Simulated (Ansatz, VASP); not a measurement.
**One calculation of Tl, two programs**

```
Tl
1.0
     3.52378    0.00000    0.00000
    -1.76189    3.05168    0.00000
     0.00000    0.00000    5.63336
Tl
2
Direct
  0.66667 0.33333 0.75000
  0.33333 0.66667 0.25000
```

Alike in both runs: task single point; functional PBEsol; k mesh 9 × 9 × 5; occupations fermi-dirac, width 0.05 eV; no spin polarisation.

|  | VASP | Ansatz |
| --- | --- | --- |
| version | VASP 6.6.1 | Ansatz 0.2.0 |
| potentials or method | VASP PAW PBE potentials, release 64 (Tl_d) | Ansatz PAW |
| plane-wave cutoff (eV) | 520 | 420 |
| valence electrons in the cell | 26 | 26 |

|  | VASP | Ansatz | Ansatz less VASP |
| --- | --- | --- | --- |
| gap on the k mesh at the Fermi level (eV) | none | none | - |
| pressure (GPa) | -1.7 | -1.6 | +0.07 |
| traceless stress, the component that is largest in VASP (GPa) | 0.56 | 0.57 | +0.009 |

VASP's potentials were made for PBE, not for PBEsol. A gap of «none» marks a metal or a gap that the smearing closes. With one functional, cell and mesh, what is left measures potentials, basis and numerics.

Neither program's run includes spin-orbit coupling.
